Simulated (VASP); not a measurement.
Runs of VASP 6.6.1 on AlN. The structure is that of space group F-43m (No. 216), or close to it. The cells are those of the table. 

| cell | gap on the mesh (eV) | pressure (GPa) |
| --- | --- | --- |
| a = 3.138, b = 3.138, c = 3.067 Å, angles 60.7, 60.7, 58.5°, 2 atoms | (c) | -0.3 |
| a = 3.114, b = 3.114, c = 3.067 Å, angles 60.5, 60.5, 59.0°, 2 atoms | 3.23 | 2.7 |
| a = 3.090, b = 3.090, c = 3.067 Å, angles 60.3, 60.3, 59.5°, 2 atoms | 3.28 | 5.9 |
| a = 3.137, b = 3.137, c = 3.160 Å, angles 59.8, 59.8, 60.5°, 2 atoms | 3.21 | -5.7 |
| a = 3.115, b = 3.115, c = 3.020 Å, angles 61.0, 61.0, 58.0°, 2 atoms | 3.12 | 5.9 |
| a = 3.207 Å, angles 60.0°, 2 atoms | 3.23 | -14.6 |
| a = 3.137, b = 3.137, c = 3.114 Å, angles 60.2, 60.2, 59.5°, 2 atoms | 3.25 | (a) |
| a = 3.184, b = 3.184, c = 3.160 Å, angles 60.2, 60.2, 59.5°, 2 atoms | 3.23 | (d) |
| a = 3.090, b = 3.090, c = 3.114 Å, angles 59.8, 59.8, 60.5°, 2 atoms | 3.23 | 2.7 |
| a = 3.067, b = 3.067, c = 3.020 Å, angles 60.5, 60.5, 59.0°, 2 atoms | 3.24 | 12.9 |
| a = 3.091, b = 3.091, c = 3.020 Å, angles 60.8, 60.8, 58.5°, 2 atoms | 3.18 | 9.3 |
| a = 3.160 Å, angles 60.0°, 2 atoms | 3.28 | (b) |

Alike in all rows: task single point; level PBE; potentials or basis VASP PAW PBE potentials, release 64 (Al, N); no spin polarisation; k mesh 10 × 10 × 10; cutoff (eV) 520; smearing gaussian 0.05 eV.

Task: Fill in the values left out.

Result: (a) -3.1; (b) -8.2; (c) 3.17; (d) -10.5.

A k mesh can miss the band edges.
